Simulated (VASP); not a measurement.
# Pb (Fm-3m) in VASP: further runs, part 2 of 2

VASP 6.6.1. Earlier steps stand in the parts before.

### Step 3. Single point, PBE0

This run uses another cell than the first one, of 31.54 Å³/atom.

POSCAR reads:

```
Pb
1.0
    0.0000000000      2.5075897876      2.5075897876
    2.5075897876      0.0000000000      2.5075897876
    2.5075897876      2.5075897876      0.0000000000
Pb
1
Direct
    0.0000000000      0.0000000000      0.0000000000
```

INCAR.step1 reads:

```
ALGO = Normal
EDIFF = 1E-5
ENCUT = 520
GGA = PE
ISIF = 2
ISMEAR = -1
LASPH = True
LCHARG = False
LREAL = False
LWAVE = True
NBANDS = 13
NELM = 80
PREC = Accurate
SIGMA = 0.05
```

INCAR.step2 reads:

```
AEXX = 0.25
ALGO = Normal
EDIFF = 1E-7
ENCUT = 520
GGA = PE
ISIF = 2
ISMEAR = -1
ISTART = 1
LASPH = True
LCHARG = False
LHFCALC = True
LREAL = False
LWAVE = False
NBANDS = 13
NELM = 80
PREC = Accurate
PRECFOCK = Normal
SIGMA = 0.05
```

KPOINTS reads:

```
k-points
0
Gamma
  5 5 5
```

Potentials or basis: VASP PAW PBE potentials, release 64 (Pb_d).

The run is started by

```bash
cat potpaw_PBE.64/Pb_d/POTCAR > POTCAR
cp INCAR.step1 INCAR
mpirun -np 1 vasp_std > vasp.out
cp INCAR.step2 INCAR
mpirun -np 1 vasp_std > vasp.out
```

Wall time 21 min (1 thread of AMD EPYC 7R13, shared host); peak memory 0.17 GiB.

It converged, with:

| Quantity | Value |
| --- | --- |
| Free energy | -4.5311 eV |
| Pressure | -1.5 GPa |
| Band gap on the k mesh | zero (bands 7 and 8 overlap by 9.21 eV) |

Levels at points of the mesh, in eV from the Fermi level:
```csv
k point,band 4,band 5,band 6,band 7,band 8,band 9,band 10,band 11
"(0.00, 0.00, 0.00)",-18.89,-18.89,-12.85,8.66,8.66,8.66,11.21,12.39
```

Caveat: the k points lie up to 0.43 Å⁻¹ apart, too coarse for converged energies and pressures of a metal; the PAW data sets were made with another functional, which shifts forces and pressure a little; spin-orbit coupling is left out, which moves the levels of the heavy elements.

### Step 4. Single point, PBE0

This run uses another cell than the first one, of 32.14 Å³/atom.

POSCAR reads:

```
Pb
1.0
    0.0000000000      2.5235621278      2.5235621278
    2.5235621278      0.0000000000      2.5235621278
    2.5235621278      2.5235621278      0.0000000000
Pb
1
Direct
    0.0000000000      0.0000000000      0.0000000000
```

INCAR.step1 reads:

```
PREC = Accurate
ENCUT = 520
EDIFF = 1E-5
ISMEAR = -1
SIGMA = 0.05
LREAL = F
LASPH = T
NELM = 80
ALGO = Normal
ISIF = 2
LWAVE = T
LCHARG = F
NBANDS = 13
GGA = PE
```

INCAR.step2 reads:

```
PREC = Accurate
ENCUT = 520
EDIFF = 1E-6
ISMEAR = -1
SIGMA = 0.05
LREAL = F
LASPH = T
NELM = 80
ALGO = Normal
ISIF = 2
LWAVE = F
LCHARG = F
GGA = PE
LHFCALC = T
AEXX = 0.25
PRECFOCK = Normal
NBANDS = 13
ISTART = 1
```

KPOINTS reads:

```
Automatic mesh
0
Gamma
  5 5 5
```

The run is started by

```bash
cat potpaw_PBE.64/Pb_d/POTCAR > POTCAR
cp INCAR.step1 INCAR
mpirun -np 1 vasp_std > vasp.out
cp INCAR.step2 INCAR
mpirun -np 1 vasp_std > vasp.out
```

It took 13 min on 1 thread of AMD EPYC 7R13, shared host; peak memory 0.17 GiB.

It converged, with:

| Property | Result |
| --- | --- |
| Free energy | -4.5241 eV |
| Pressure | -2.3 GPa |
| Band gap on the k mesh | zero (bands 7 and 8 overlap by 9.02 eV) |

Levels at points of the mesh, in eV from the Fermi level:
| k point | band 3 | band 4 | band 5 | band 6 | band 7 | band 8 | band 9 | band 10 | band 11 | band 12 |
| --- | --- | --- | --- | --- | --- | --- | --- | --- | --- | --- |
| (0.00, 0.00, 0.00) | -19.03 | -18.91 | -18.91 | -12.73 | 8.49 | 8.49 | 8.49 | 11.17 | 12.11 | 13.53 |

Caveat: the k points lie up to 0.43 Å⁻¹ apart, too coarse for converged energies and pressures of a metal; the PAW data sets were made with another functional, which shifts forces and pressure a little; spin-orbit coupling is left out, which moves the levels of the heavy elements.

### Step 5. Single point, r2SCAN0, non-collinear spin, zero start, spin-orbit coupling

This run uses another cell than the first one, of 30.32 Å³/atom.

POSCAR reads:

```
Pb
1.0
    0.0000000000      2.4750200000      2.4750200000
    2.4750200000      0.0000000000      2.4750200000
    2.4750200000      2.4750200000      0.0000000000
Pb
1
Direct
    0.0000000000      0.0000000000      0.0000000000
```

INCAR.step1 reads:

```
PREC = Accurate
ENCUT = 520
EDIFF = 1E-5
ISMEAR = -1
SIGMA = 0.05
LREAL = F
LASPH = T
NELM = 150
ALGO = Normal
ISIF = 2
LWAVE = T
LCHARG = F
MAGMOM = 0 0 0
LORBIT = 11
LSORBIT = T
GGA_COMPAT = F
LORBMOM = T
GGA = PE
NBANDS = 25
```

INCAR.step2 reads:

```
PREC = Accurate
ENCUT = 520
EDIFF = 1E-6
ISMEAR = -1
SIGMA = 0.05
LREAL = F
LASPH = T
NELM = 150
ALGO = Normal
ISIF = 2
LWAVE = F
LCHARG = F
MAGMOM = 0 0 0
LORBIT = 11
LSORBIT = T
GGA_COMPAT = F
LORBMOM = T
METAGGA = R2SCAN
LHFCALC = T
AEXX = 0.25
LMIXTAU = T
PRECFOCK = Normal
ISTART = 1
NBANDS = 25
```

KPOINTS is that of step 4.

The run is started by

```bash
cat potpaw_PBE.64/Pb_d/POTCAR > POTCAR
cp INCAR.step1 INCAR
mpirun -np 1 vasp_ncl > vasp.out
cp INCAR.step2 INCAR
mpirun -np 1 vasp_ncl > vasp.out
```

Run time: 70 min. Hardware: 1 thread of Oxide Virtual Turin-like, shared host; peak memory 0.26 GiB.

It converged, with:

| Item | Value |
| --- | --- |
| Free energy | -44.9536 eV |
| Pressure | -0.3 GPa |
| Net moment | 0.04 μB per cell |
| Valence electrons inside the program's atomic spheres | Pb 11.97 |

Moments on the atoms (μB; x, y, z):
```
Pb  0.00 0.00 0.00
```

Caveat: the k points lie up to 0.44 Å⁻¹ apart; a moment this small can come from the mesh or the smearing; the PAW data sets were made with another functional, which shifts forces and pressure a little.

### Step 6. Single point, HSE06

This run uses another cell than the first one, of 29.72 Å³/atom.

POSCAR reads:

```
Pb
1.0
    0.0000000000      2.4584086270      2.4584086270
    2.4584086270      0.0000000000      2.4584086270
    2.4584086270      2.4584086270      0.0000000000
Pb
1
Direct
    0.0000000000      0.0000000000      0.0000000000
```

INCAR.step1 reads:

```
SYSTEM = Pb
ALGO = Normal ; EDIFF = 1E-5
ENCUT = 520 ; GGA = PE
ISIF = 2 ; ISMEAR = -1
LASPH = .True. ; LCHARG = .False.
LREAL = .False. ; LWAVE = .True.
NBANDS = 13 ; NELM = 80
PREC = Accurate ; SIGMA = 0.05
```

INCAR.step2 reads:

```
SYSTEM = Pb
ALGO = Normal ; EDIFF = 1E-7
ENCUT = 520 ; GGA = PE
HFSCREEN = 0.2079 ; ISIF = 2
ISMEAR = -1 ; ISTART = 1
LASPH = .True. ; LCHARG = .False.
LHFCALC = .True. ; LREAL = .False.
LWAVE = .False. ; NBANDS = 13
NELM = 80 ; PREC = Accurate
PRECFOCK = Normal ; SIGMA = 0.05
```

KPOINTS reads:

```
k-points
0
Gamma
  6 6 6
  0 0 0
```

Potentials or basis: VASP PAW PBE potentials, release 64 (Pb_d).

The run is started by

```bash
cat potpaw_PBE.64/Pb_d/POTCAR > POTCAR
cp INCAR.step1 INCAR
mpirun -np 1 vasp_std > vasp.out
cp INCAR.step2 INCAR
mpirun -np 1 vasp_std > vasp.out
```

Run time: 32 min. Hardware: 1 thread of Oxide Virtual Turin-like, shared host; peak memory 0.23 GiB.

Results (log left out):

```
Free energy            : -3.9609 eV
Pressure               : 3.1 GPa
Band gap on the k mesh : zero (bands 7 and 8 overlap by 10.19 eV)
```

Levels at points of the mesh, in eV from the Fermi level:
| k point | band 3 | band 4 | band 5 | band 6 | band 7 | band 8 | band 9 | band 10 | band 11 | band 12 |
| --- | --- | --- | --- | --- | --- | --- | --- | --- | --- | --- |
| (0.00, 0.00, 0.00) | -19.22 | -19.07 | -19.07 | -13.46 | 8.14 | 8.14 | 8.14 | 10.28 | 12.19 | 13.16 |
| (0.50, 0.00, 0.00) | -19.21 | -18.92 | -18.92 | -9.17 | -5.10 | 6.10 | 6.10 | 9.70 | 10.10 | 11.78 |
| (0.50, 0.50, 0.00) | -18.93 | -18.88 | -18.88 | -7.49 | -4.07 | 2.16 | 2.16 | 5.64 | 6.90 | 19.29 |

Caveat: the k points lie up to 0.37 Å⁻¹ apart, too coarse for converged energies and pressures of a metal; the PAW data sets were made with another functional, which shifts forces and pressure a little; spin-orbit coupling is left out, which moves the levels of the heavy elements.

### Step 7. Single point, PBE0

This run uses another cell than the first one, of 29.72 Å³/atom.

POSCAR is that of step 6.

INCAR.step1 reads:

```
SYSTEM = Pb
ALGO     = Normal         ! electronic algorithm
EDIFF    = 1E-5           ! SCF threshold, eV
ENCUT    = 520            ! plane-wave cutoff, eV
GGA      = PE             ! functional
ISIF     = 2              ! what is computed and relaxed
ISMEAR   = -1             ! smearing method
LASPH    = .True.         ! aspherical terms in the spheres
LREAL    = .False.        ! projectors in reciprocal space
LWAVE    = .True.         ! write WAVECAR
NBANDS   = 13             ! bands
NELM     = 80             ! most SCF steps
PREC     = Accurate       ! precision mode
SIGMA    = 0.05           ! smearing width, eV
```

INCAR.step2 reads:

```
SYSTEM = Pb
AEXX     = 0.25           ! exact-exchange fraction
ALGO     = Normal         ! electronic algorithm
EDIFF    = 1E-6           ! SCF threshold, eV
ENCUT    = 520            ! plane-wave cutoff, eV
GGA      = PE             ! functional
ISIF     = 2              ! what is computed and relaxed
ISMEAR   = -1             ! smearing method
ISTART   = 1            
LASPH    = .True.         ! aspherical terms in the spheres
LCHARG   = .True.         ! write CHGCAR
LELF     = .True.         ! ELF
LHFCALC  = .True.         ! exact exchange
LREAL    = .False.        ! projectors in reciprocal space
LVHAR    = .True.       
LWAVE    = .False.        ! write WAVECAR
NBANDS   = 13             ! bands
NELM     = 80             ! most SCF steps
PREC     = Accurate       ! precision mode
PRECFOCK = Normal       
SIGMA    = 0.05           ! smearing width, eV
```

KPOINTS is that of step 6.

The run is started by

```bash
cat potpaw_PBE.64/Pb_d/POTCAR > POTCAR
cp INCAR.step1 INCAR
mpirun -np 1 vasp_std > vasp.out
cp INCAR.step2 INCAR
mpirun -np 1 vasp_std > vasp.out
```

Run time: 34 min. Hardware: 1 thread of Oxide Virtual Turin-like, shared host; peak memory 0.14 GiB.

The run converged. Its results:

- Free energy: -4.4455 eV
- Pressure: 2.9 GPa
- Band gap on the k mesh: zero (bands 7 and 8 overlap by 10.92 eV)

Levels at points of the mesh, in eV from the Fermi level:
```csv
k point,band 4,band 5,band 6,band 7,band 8,band 9,band 10,band 11
"(0.00, 0.00, 0.00)",-19.67,-19.67,-14.08,8.36,8.36,8.36,10.47,12.37
"(0.50, 0.00, 0.00)",-19.52,-19.52,-9.78,-5.72,6.31,6.31,9.88,10.29
"(0.50, 0.50, 0.00)",-19.48,-19.48,-8.06,-4.67,2.32,2.32,5.79,7.06
```

Caveat: the k points lie up to 0.37 Å⁻¹ apart, too coarse for converged energies and pressures of a metal; the PAW data sets were made with another functional, which shifts forces and pressure a little; spin-orbit coupling is left out, which moves the levels of the heavy elements.

### Step 8. The runs side by side

| level | spin | cell | k mesh | screening parameter | gap on the mesh (eV) | pressure (GPa) |
| --- | --- | --- | --- | --- | --- | --- |
| PBE0 | off | a = 3.523 Å, angles 60.0°, 1 atom | 5 × 5 × 5 | - | none | -0.7 |
| PBE0 | off | a = 3.546 Å, angles 60.0°, 1 atom | 5 × 5 × 5 | - | none | -1.5 |
| PBE0 | off | a = 3.569 Å, angles 60.0°, 1 atom | 5 × 5 × 5 | - | none | -2.3 |
| r2SCAN0 | non-collinear, zero start, SOC | a = 3.500 Å, angles 60.0°, 1 atom | 5 × 5 × 5 | - | - | -0.3 |
| HSE06 | off | a = 3.477 Å, angles 60.0°, 1 atom | 6 × 6 × 6 | 0.2079 1/Å | none | 3.1 |
| PBE0 | off | a = 3.477 Å, angles 60.0°, 1 atom | 6 × 6 × 6 | - | none | 2.9 |

Alike in all rows: task single point; potentials or basis VASP PAW PBE potentials, release 64 (Pb_d); cutoff (eV) 520; smearing fermi-dirac 0.05 eV.

Caveats: all runs use coarse meshes; the PAW data sets were made with another functional, which shifts forces and pressure a little; spin-orbit coupling is left out, which moves the levels of the heavy elements (at least some runs); a moment this small can come from the mesh or the smearing (at least some runs).

Total energies depend on the potentials used, so only differences within one code and one set of settings carry meaning.
